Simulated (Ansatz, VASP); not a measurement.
# MnO2: VASP beside Ansatz

```
Mn O
1.0
    -1.42843    2.47412    0.00000
    -2.85687    0.00000    0.00000
    -1.42843    0.82471    4.58393
Mn O
1 2
Direct
  0.99636 0.99636 0.01091
  0.73564 0.73564 0.79309
  0.26436 0.26436 0.20691
```

Alike in both runs: task single point; functional PBE; k mesh 12 × 12 × 12; occupations gaussian, width 0.05 eV; collinear spin.

|  | VASP | Ansatz |
| --- | --- | --- |
| version | VASP 6.6.1 | Ansatz 0.2.0 |
| potentials or method | VASP PAW PBE potentials, release 64 (Mn_pv, O), cutoff 520 eV | scalar-relativistic, plane waves, PAW |
| valence electrons in the cell | 25 | 27 |

VASP gave:

| Property | Result |
| --- | --- |
| gap on the k mesh at the Fermi level (eV) | 0.83 |
| pressure (GPa) | 6.2 |
| traceless stress, the component that is largest in VASP (GPa) | -1.41 |
| rms of the force components (eV/Å) | 0.552 |
| net moment per atom (μB) | 1.00 |
| size of the moment on the site where the two differ most (μB) | 2.83 |

Task: Which values does Ansatz return?

Result: gap on the k mesh at the Fermi level (eV): 0.87; pressure (GPa): 5.2; traceless stress, the component that is largest in VASP (GPa): -0.99; rms of the force components (eV/Å): 0.541; net moment per atom (μB): 1.00; size of the moment on the site where the two differ most (μB): 2.47.

Site moments also hang on the region over which each program counts them. Atom by atom the forces differ by 0.043 eV/Å (rms over components). The functional is the same, so the differences come from potentials, cutoffs and numerics. VASP's potentials hold 25 valence electrons a cell and Ansatz's 27, so a difference there can come from the potentials and not from the codes.
